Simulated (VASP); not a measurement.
# Mg2Ti3O3 (I4/mmm) in VASP: single point with PBE

Aim: the single point of Mg2Ti3O3 with PBE.

Program: VASP 6.6.1. These are calculated values, not measurements. Logs are shortened: lines on timing, memory, paths and dates and some standing lists are left out, and cuts for length are marked.

## (1) The cell of the first run

It takes space group I4/mmm (No. 139, tetragonal). The conventional cell has a = 5.486 Å, b = 5.486 Å, c = 8.225 Å, α = 90.00°, β = 90.00°, γ = 90.00°. Within 2.3 Å of Mg (site symmetry 4mm) lie 1 O at 1.70 Å. Ti (site symmetry -4m2) has 2 O at 2.06 Å and 4 Mg at 2.77 Å within 2.8 Å. Ti (site symmetry 4/mmm) has 2 Mg at 2.41 Å and 4 O at 2.74 Å within 3.2 Å. Within 2.3 Å of O (site symmetry 4/mmm) lie 2 Mg at 1.70 Å. Within 2.8 Å of O (site symmetry mmm) lie 4 Ti at 2.06 to 2.74 Å and 2 O at 2.74 Å.

The cell was generated, and may not be a known phase.

## (2) Single point, PBE, collinear spin

INCAR reads:

```
SYSTEM = Mg2Ti3O3
PREC = Accurate ; ENCUT = 840
EDIFF = 1E-6 ; ISMEAR = 0
SIGMA = 0.2 ; LREAL = .False.
LASPH = .True. ; NELM = 200
ALGO = Normal ; ISIF = 2
LWAVE = .False. ; LCHARG = .True.
ISPIN = 2 ; MAGMOM = 0 0 1 1 1 0 0 0
LORBIT = 11 ; LMAXMIX = 4
GGA = PE ; LELF = .True.
LVHAR = .True. ; NBANDS = 51
GGA_COMPAT = .False.
```

KPOINTS reads:

```
regular mesh
0
Gamma
  4 4 4
  0 0 0
```

POSCAR reads:

```
Mg2Ti3O3
1.0
   -2.7428168087      2.7428168087      4.1127229507
    2.7428168087     -2.7428168087      4.1127229507
    2.7428168087      2.7428168087     -4.1127229507
Mg Ti O
2 3 3
Direct
    0.7068685421      0.7068685421      0.0000000000
    0.2931314579      0.2931314579      0.0000000000
    0.7500000000      0.2500000000      0.5000000000
    0.2500000000      0.7500000000      0.5000000000
    0.0000000000      0.0000000000      0.0000000000
    0.5000000000      0.5000000000      0.0000000000
    0.5000000000      0.0000000000      0.5000000000
    0.0000000000      0.5000000000      0.5000000000
```

Potentials or basis: VASP PAW PBE potentials, release 64 (Mg_sv, Ti_sv, O).

Started as:

```console
$ cat potpaw_PBE.64/Mg_sv/POTCAR potpaw_PBE.64/Ti_sv/POTCAR potpaw_PBE.64/O/POTCAR > POTCAR
$ mpirun -np 1 vasp_std > vasp.out
```

OUTCAR:

```text
SYSTEM = Mg2Ti3O3
   PREC = Accurate
   ENCUT = 840
   EDIFF = 1E-6
   ISMEAR = 0
   LREAL = .False.
   LASPH = .True.
   NELM = 200
   ISIF = 2
   ISPIN = 2
   LORBIT = 11
   GGA = PE

 ion  position               nearest neighbor table
   1  0.707  0.707  0.000-   6 1.70   5 2.41
   2  0.293  0.293  0.000-   6 1.70   5 2.41
   3  0.750  0.250  0.500-   7 2.06   8 2.06
   4  0.250  0.750  0.500-   7 2.06   8 2.06
   5  0.000  0.000  0.000-   1 2.41   2 2.41
   6  0.500  0.500  0.000-   1 1.70   2 1.70
   7  0.500  0.000  0.500-   3 2.06   4 2.06
   8  0.000  0.500  0.500-   3 2.06   4 2.06

  LATTYP: Found a body centered tetragonal cell.
 ALAT       =     5.4856336174
 C/A-ratio  =     1.4994522921

  Lattice vectors:

 A1 = (  -2.7428168087,   2.7428168087,   4.1127229507)
 A2 = (   2.7428168087,  -2.7428168087,   4.1127229507)
 A3 = (   2.7428168087,   2.7428168087,  -4.1127229507)

Analysis of symmetry for initial positions (statically):
=====================================================================
 Subroutine PRICEL returns:
 Original cell was already a primitive cell.

 Routine SETGRP: Setting up the symmetry group for a
 body centered tetragonal supercell.

 Subroutine GETGRP returns: Found 16 space group operations
 (whereof 16 operations were pure point group operations)
 out of a pool of 16 trial point group operations.

The static configuration has the point symmetry D_4h.

Analysis of symmetry for dynamics (positions and initial velocities):
=====================================================================
 Subroutine PRICEL returns:
 Original cell was already a primitive cell.

 Routine SETGRP: Setting up the symmetry group for a
 body centered tetragonal supercell.

 Subroutine GETGRP returns: Found 16 space group operations
 (whereof 16 operations were pure point group operations)
 out of a pool of 16 trial point group operations.

The dynamic configuration has the point symmetry D_4h.

Analysis of structural, dynamic, and magnetic symmetry:
=====================================================================
 Subroutine PRICEL returns:
 Original cell was already a primitive cell.

 Routine SETGRP: Setting up the symmetry group for a
 body centered tetragonal supercell.

 Subroutine GETGRP returns: Found 16 space group operations
 (whereof 16 operations were pure point group operations)
 out of a pool of 16 trial point group operations.

The overall configuration has the point symmetry D_4h.

 Subroutine INISYM returns: Found 16 space group operations
 (whereof 16 operations are pure point group operations),
 and found     1 'primitive' translations

----------------------------------------------------------------------------------------

                                     Primitive cell

  volume of cell :     123.7608

  direct lattice vectors                    reciprocal lattice vectors
    -2.742816809  2.742816809  4.112722951     0.000000000  0.182294347  0.121573956
     2.742816809 -2.742816809  4.112722951     0.182294347  0.000000000  0.121573956
     2.742816809  2.742816809 -4.112722951     0.182294347  0.182294347  0.000000000

  length of vectors
     5.653368745  5.653368745  5.653368745     0.219115166  0.219115166  0.257803138

  position of ions in fractional coordinates (direct lattice)
     0.706868542  0.706868542  0.000000000
     0.293131458  0.293131458  0.000000000
     0.750000000  0.250000000  0.500000000
     0.250000000  0.750000000  0.500000000
     0.000000000  0.000000000  0.000000000
     0.500000000  0.500000000  0.000000000
     0.500000000  0.000000000  0.500000000
     0.000000000  0.500000000  0.500000000

  ion indices of the primitive-cell ions
   primitive index   ion index
                 1           1
                 2           2
                 3           3
                 4           4
[... 44 lines left out ...]
 -0.250000 -0.250000  0.250000      2.000000
  0.500000  0.500000  0.500000      1.000000
   k-points           NKPTS =     13   k-points in BZ     NKDIM =     13   number of bands    NBANDS=     51
   number of dos      NEDOS =    301   number of ions     NIONS =      8
   total plane-waves  NPLWV = 157464
   dimension x,y,z NGX =    54 NGY =   54 NGZ =   54
   dimension x,y,z NGXF=   108 NGYF=  108 NGZF=  108
   ions per type =               2   3   3
   NGX,Y,Z   is equivalent  to a cutoff of  15.88, 15.88, 15.88 a.u.
   NGXF,Y,Z  is equivalent  to a cutoff of  31.76, 31.76, 31.76 a.u.
 SYSTEM =  Mg2Ti3O3
   PREC   = accura    normal or accurate (medium, high low for compatibility)
   ISTART =      0    job   : 0-new  1-cont  2-samecut
   ICHARG =      2    charge: 1-file 2-atom 10-const
   ISPIN  =      2    spin polarized calculation?
   LNONCOLLINEAR =      F non collinear calculations
   LSORBIT =      F    spin-orbit coupling
   LASPH  =      T    aspherical Exc in radial PAW
   ENCUT  =  840.0 eV  61.74 Ry    7.86 a.u.  13.36 13.36 13.36*2*pi/ulx,y,z
   NELM   =    200;   NELMIN=  2; NELMDL= -5     # of ELM steps
   EDIFF  = 0.1E-05   stopping-criterion for ELM
   LREAL  =      F    real-space projection
   EDIFFG = 0.1E-04   stopping-criterion for IOM
   NSW    =      0    number of steps for IOM
   IBRION =     -1    ionic relax: 0-MD 1-quasi-New 2-CG
   NFREE  =      0    steps in history (QN), initial steepest desc. (CG)
   ISIF   =      2    stress and relaxation
   ISYM   =      2    0-nonsym 1-usesym 2-fastsym
   POTIM  = 0.5000    time-step for ionic-motion
   TEBEG  =    0.0;   TEEND  =   0.0 temperature during run
   PSTRESS=    0.0 pullay stress
   NELECT =      74.0000    total number of electrons
   NUPDOWN=      -1.0000    fix difference up-down
   EMIN   =  10.00;   EMAX   =-10.00  energy-range for DOS
   EFERMI =   0.00;   METHOD = LEGACY
   ISMEAR =     0;   SIGMA  =   0.20  broadening in eV -4-tet -1-fermi 0-gaus
   EFERMI_NEDOS =   21; number of points for ismear=-14 and -15
   IALGO  =     38    algorithm
   IMIX   =      4    mixing-type and parameters
     AMIX     =   0.40;   BMIX     =  1.00
     AMIX_MAG =   1.60;   BMIX_MAG =  1.00
  volume/ion in A,a.u.               =      15.47       104.40
  Fermi-wavevector in a.u.,A,eV,Ry     =   1.379191  2.606293 25.880561  1.902168
  Thomas-Fermi vector in A             =   2.504183
   LORBIT       =     11    0 simple, 1 ext, 2 COOP (PROOUT), +10 PAW based schemes
   GGA     = PE    functional components
   LHFCALC =     F    Hartree Fock is set to
   AEXX    =    0.0000 exact exchange contribution
   IVDW    =     0    specifies the selected vdW correction
   LEPSILON=     F    determine dielectric tensor
   LRPA    =     F    only Hartree local field effects (RPA)
 spin polarized calculation
 Gauss-broadening in eV      SIGMA  =   0.20
  energy-cutoff  :      840.00
  volume of cell :      123.76
 maximum number of plane-waves:      6864
 NGX is ok and might be reduce to    54
   NGX = 27   NGY = 27   NGZ = 27

 number of electron      73.9999995 magnetization       0.0011736

 Free energy of the ion-electron system (eV)
  ---------------------------------------------------
  ext. energy  EPLUGINS =         0.00000000
  ---------------------------------------------------
  free energy    TOTEN  =       -45.93806760 eV

  energy without entropy =      -45.83495210  energy(sigma->0) =      -45.88650985

 E-fermi :   4.3220     XC(G=0): -10.2145

 val. band max:        4.3128770736   @ k =   0.5000   0.5000   0.2500
 cond. band min:       4.3989313379   @ k =  -0.2500   0.2500   0.2500
 fundamental gap:      0.0860542644
 Fermi energy:         4.3220047319

 spin component 1

 k-point     1 :       0.0000    0.0000    0.0000
  band No.  band energies     occupation
      1     -69.4390      1.00000
      2     -69.4386      1.00000
      3     -53.2386      1.00000
      4     -53.1358      1.00000
      5     -53.1340      1.00000
      6     -36.2337      1.00000
[... 665 lines left out ...]
     48       6.3332      0.00000
     49       6.5839      0.00000
 Fermi energy:         4.3220047319

 spin component 2

 k-point     1 :       0.0000    0.0000    0.0000
  band No.  band energies     occupation
      1     -69.4390      1.00000
      2     -69.4386      1.00000
      3     -53.2391      1.00000
      4     -53.1352      1.00000
      5     -53.1334      1.00000
      6     -36.2337      1.00000
[... 665 lines left out ...]
     48       6.3334      0.00000
     49       6.5843      0.00000
 [bands above 49 left out]

------------------------ aborting loop because EDIFF is reached ----------------------------------------

  FORCE on cell =-STRESS in cart. coord.  units (eV):
  Direction    XX          YY          ZZ          XY          YZ          ZX
  --------------------------------------------------------------------------------------
  -------------------------------------------------------------------------------------
  Total       -0.0736041     -0.0736041      0.7512900      0.0000000      0.0000000      0.0000000
  in kB       -0.9528607     -0.9528607      9.7260196      0.0000000      0.0000000      0.0000000
  external PRESSURE =       2.6067660 kB  Pullay stress =       0.0000000 kB

 VOLUME and BASIS-vectors are now :
 -----------------------------------------------------------------------------
  energy-cutoff  :      840.00
  volume of cell :      123.76
      direct lattice vectors                 reciprocal lattice vectors
    -2.742816809  2.742816809  4.112722951     0.000000000  0.182294347  0.121573956
     2.742816809 -2.742816809  4.112722951     0.182294347  0.000000000  0.121573956
     2.742816809  2.742816809 -4.112722951     0.182294347  0.182294347  0.000000000

 POSITION                                       TOTAL-FORCE (eV/Angst)
 -----------------------------------------------------------------------------------
      0.00000      0.00000      5.81431         0.000000      0.000000      0.093516
      0.00000      0.00000      2.41114         0.000000      0.000000     -0.093516
      0.00000      2.74282      2.05636        -0.000000     -0.000000      0.000000
      2.74282      0.00000      2.05636        -0.000000     -0.000000      0.000000
      0.00000      0.00000      0.00000        -0.000000     -0.000000      0.000000
      0.00000      0.00000      4.11272        -0.000000     -0.000000      0.000000
      0.00000      2.74282      0.00000        -0.000000     -0.000000     -0.000000
      2.74282      0.00000      0.00000        -0.000000     -0.000000     -0.000000
 -----------------------------------------------------------------------------------
    total drift:                                0.000000     -0.000000      0.000000

  FREE ENERGIE OF THE ION-ELECTRON SYSTEM (eV)
  ---------------------------------------------------
  free  energy   TOTEN  =       -45.9380676012 eV

  energy  without entropy=      -45.8349521029  energy(sigma->0) =      -45.88650985

 total charge

# of ion       s       p       d       tot
------------------------------------------
    1        2.148   6.049   0.038   8.236
    2        2.148   6.049   0.038   8.236
    3        2.185   6.101   1.816  10.101
    4        2.185   6.101   1.816  10.101
    5        2.150   6.036   1.880  10.066
    6        1.581   3.511   0.000   5.092
    7        1.568   3.332   0.000   4.899
    8        1.568   3.332   0.000   4.899
--------------------------------------------------
tot         15.532  40.510   5.589  61.631

 magnetization (x)

# of ion       s       p       d       tot
------------------------------------------
    1       -0.000   0.000   0.000   0.000
    2       -0.000   0.000   0.000   0.000
    3        0.000   0.000   0.001   0.001
    4        0.000   0.000   0.001   0.001
    5       -0.000  -0.000  -0.000  -0.001
    6        0.000  -0.000   0.000  -0.000
    7       -0.000  -0.000   0.000  -0.000
    8       -0.000  -0.000   0.000  -0.000
--------------------------------------------------
tot          0.000  -0.000   0.001   0.001
```

Run time: 13 min. Hardware: 1 thread of Intel Xeon Platinum 8259CL at 2.50GHz (Skylake/Cascade Lake), shared host; peak memory 0.65 GiB.

Results:

| Item | Value |
| --- | --- |
| Free energy | -45.9381 eV |
| Pressure | 0.3 GPa |
| Largest force | 0.094 eV/Å |
| Band gap on the k mesh | zero (filled and empty bands overlap) |
| Net moment | 0.00 μB per cell |
| Valence electrons inside the program's atomic spheres | Mg 8.24; Ti 10.10, 10.07 (each value once); O 5.09, 4.90 (each value once) |

Forces in eV/Å, atoms in the order of the input:
```
Mg   0.000  0.000  0.094
Mg   0.000  0.000 -0.094
Ti   0.000  0.000  0.000
Ti   0.000  0.000  0.000
Ti   0.000  0.000  0.000
O    0.000  0.000  0.000
O    0.000  0.000  0.000
O    0.000  0.000  0.000
```

Stress tensor (GPa, compression positive):
```
-0.10  0.00  0.00
 0.00 -0.10  0.00
 0.00  0.00  0.97
```

Levels at points of the mesh, in eV from the Fermi level:
Spin up:
```tsv
k point	band 34	band 35	band 36	band 37	band 38	band 39	band 40	band 41
(0.00, 0.00, 0.00)	-0.81	-0.64	-0.35	-0.35	0.30	0.66	1.00	1.00
(0.50, 0.00, 0.00)	-0.94	-0.56	-0.24	-0.10	-0.04	0.52	0.67	1.09
(0.50, 0.50, 0.00)	-1.39	-0.52	-0.48	-0.39	0.24	0.88	0.92	1.02
(0.50, 0.50, 0.50)	-0.45	-0.35	-0.35	-0.35	0.51	0.56	0.73	0.94
```
Spin down:
```csv
k point,band 33,band 34,band 35,band 36,band 37,band 38,band 39,band 40,band 41,band 42
"(0.00, 0.00, 0.00)",-0.81,-0.81,-0.64,-0.35,-0.35,0.30,0.66,1.00,1.00,1.08
"(0.50, 0.00, 0.00)",-1.30,-0.94,-0.56,-0.24,-0.10,-0.04,0.52,0.67,1.09,1.22
"(0.50, 0.50, 0.00)",-1.60,-1.39,-0.52,-0.48,-0.39,0.24,0.88,0.92,1.02,1.11
"(0.50, 0.50, 0.50)",-0.45,-0.45,-0.35,-0.35,-0.35,0.51,0.56,0.73,0.94,1.31
```

The gap in the log of VASP goes by the Fermi energy; the results here count the filled bands.